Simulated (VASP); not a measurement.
Set up this calculation in VASP 6.6.1, as the native input.

```
Task                   : relaxation of cell and atoms
Functional             : PBE
Potentials or basis    : VASP PAW PBE potentials, release 64 (Ba_sv)
Cutoff                 : 600 eV
k mesh                 : 14 × 14 × 14
Occupations            : gaussian, width 0.1 eV
Spin                   : no spin polarisation
Dipole correction      : no
Further INCAR settings : ALGO = Fast; EDIFF = 1e-07; IBRION = 2; EDIFFG = -0.01; NSW = 100; ISIF = 3
```

The structure of Ba lies in POSCAR:

```
Ba
1.0
    4.1928295724      0.0000000000      0.0000000000
    0.0000000000      4.1928295724      0.0000000000
    0.0000000000      0.0000000000      4.2959552062
Ba
1
Direct
    0.0000000000      0.0000000000      0.0000000000
```

These files were run (other wordings do the same):

INCAR

```
SYSTEM = Ba
PREC = Accurate
ENCUT = 600
EDIFF = 1E-7
ISMEAR = 0
SIGMA = 0.1
LREAL = .FALSE.
LASPH = .TRUE.
NELM = 60
ALGO = Fast
ISIF = 3
LWAVE = .FALSE.
LCHARG = .FALSE.
GGA = PE
IBRION = 2
NSW = 100
EDIFFG = -0.01
```

KPOINTS

```
regular mesh
0
G
  14 14 14
  0 0 0
```

Potentials or basis: VASP PAW PBE potentials, release 64 (Ba_sv).

Command:

```sh
$ cat potpaw_PBE.64/Ba_sv/POTCAR > POTCAR
$ mpirun -np 1 vasp_std > vasp.out
```

It gave:

```
Relaxed volume                        : 62.62 Å³/atom
Relaxed cell                          : a = 3.971 Å, b = 3.971 Å, c = 3.972 Å, α = 90.00°, β = 90.00°, γ = 90.00°
Space group after relaxing (to 0.1 Å) : Pm-3m (No. 221)
Energy gained by relaxing             : 49.3 meV/atom
Ionic steps                           : 7
Pressure after relaxing               : 0.0 GPa
Band gap on the k mesh                : zero (bands 5 and 6 overlap by 0.06 eV)
```

Caveat: the volume moved by over 15 % at a fixed basis, so the end points are rough; spin-orbit coupling is left out, which moves the levels of the heavy elements.

It took 13 min on 1 thread of Intel(R) Xeon(R) Platinum 8559C (Emerald Rapids) (shared host), peak memory 0.43 GiB.
